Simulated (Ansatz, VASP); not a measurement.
BP: VASP beside Ansatz

```
CELL_PARAMETERS angstrom
0.00000 2.26009 2.26009
2.26009 0.00000 2.26009
2.26009 2.26009 0.00000
ATOMIC_POSITIONS crystal
B 0.00000 0.00000 0.00000
P 0.25000 0.25000 0.25000
```

Alike in both runs: functional PBEsol; k mesh 10 × 10 × 10; no spin polarisation.

Ansatz relaxed the structure, and its values are those at the end. VASP's run is a single point on that final structure, the one shown.

```csv
,VASP,Ansatz
version,VASP 6.6.1,Ansatz 0.2.0
potentials or method,"VASP PAW PBE potentials, release 64 (B, P), cutoff 520 eV","scalar-relativistic, plane waves, PAW"
occupations,"gaussian, width 0.01 eV",fixed
valence electrons in the cell,8,8
```

```csv
,VASP,Ansatz,Ansatz less VASP
gap on the k mesh at the Fermi level (eV),1.12,1.12,+0.004
least direct gap on the mesh (eV),3.37,3.38,+0.006
pressure (GPa),0.1,0.0,-0.10
```

VASP's potentials were made for PBE, not for PBEsol.
